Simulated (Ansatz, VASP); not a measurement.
# NiO2: VASP beside Ansatz

Contents of INCAR:

```
PREC = Accurate
ENCUT = 520
EDIFF = 1E-6
ISMEAR = 0
SIGMA = 0.05
LREAL = F
LASPH = T
NELM = 100
ALGO = Normal
ISIF = 2
LWAVE = F
LCHARG = F
GGA = PS
NBANDS = 18
```

File KPOINTS:

```
Automatic mesh
0
Gamma
  12 12 6
```

Contents of POSCAR:

```
NiO2
1.0
    2.8630040567      0.0000000000      0.0000000000
   -1.4315020284      2.4794342443      0.0000000000
    0.0000000000      0.0000000000      4.6151063372
Ni O
1 2
Direct
    0.0000000000      0.0000000000      0.5000000000
    0.6666666667      0.3333333333      0.6912080179
    0.3333333333      0.6666666667      0.3087919821
```

Input for Ansatz:

```yaml
crystal:
  lattice:
    - [2.8630040567, 0.0, 0.0]
    - [-1.4315020284, 2.4794342443, 0.0]
    - [0.0, 0.0, 4.6151063372]
  atoms:
    - { symbol: Ni, position: [0.0, 0.0, 0.5] }
    - { symbol: O, position: [0.6666666667, 0.3333333333, 0.6912080179] }
    - { symbol: O, position: [0.3333333333, 0.6666666667, 0.3087919821] }
basis:
  ecutwfc: 420
kpoints:
  mp_grid: { grid: [12, 12, 6] }
hamiltonian:
  xc: pbesol
scf:
  occupations: { method: gaussian, width: 0.05 }
output:
  forces: true
  stress: true
  eigenvalues: true
```

Alike in both runs: task single point; functional PBEsol; k mesh 12 × 12 × 6; occupations gaussian, width 0.05 eV; no spin polarisation.

|  | VASP | Ansatz |
| --- | --- | --- |
| version | VASP 6.6.1 | Ansatz 0.2.0 |
| potentials or method | VASP PAW PBE potentials, release 64 (Ni, O), cutoff 520 eV | scalar-relativistic, plane waves, PAW |
| valence electrons in the cell | 22 | 30 |

Ansatz gave:

```
gap on the k mesh at the Fermi level (eV)                     : 0.87
least direct gap on the mesh (eV)                             : 1.19
pressure (GPa)                                                : -4.9
traceless stress, the component that is largest in VASP (GPa) : 7.26
rms of the force components (eV/Å)                            : 0.124
```

**Question.** What did VASP give for the same quantities?

**Answer.** gap on the k mesh at the Fermi level (eV): 0.85; least direct gap on the mesh (eV): 1.15; pressure (GPa): -4.2; traceless stress, the component that is largest in VASP (GPa): 6.80; rms of the force components (eV/Å): 0.147.

VASP's potentials were made for PBE, not for PBEsol. Atom by atom the forces differ by 0.022 eV/Å (rms over components). VASP's potentials hold 22 valence electrons a cell and Ansatz's 30, so a difference there can come from the potentials and not from the codes.
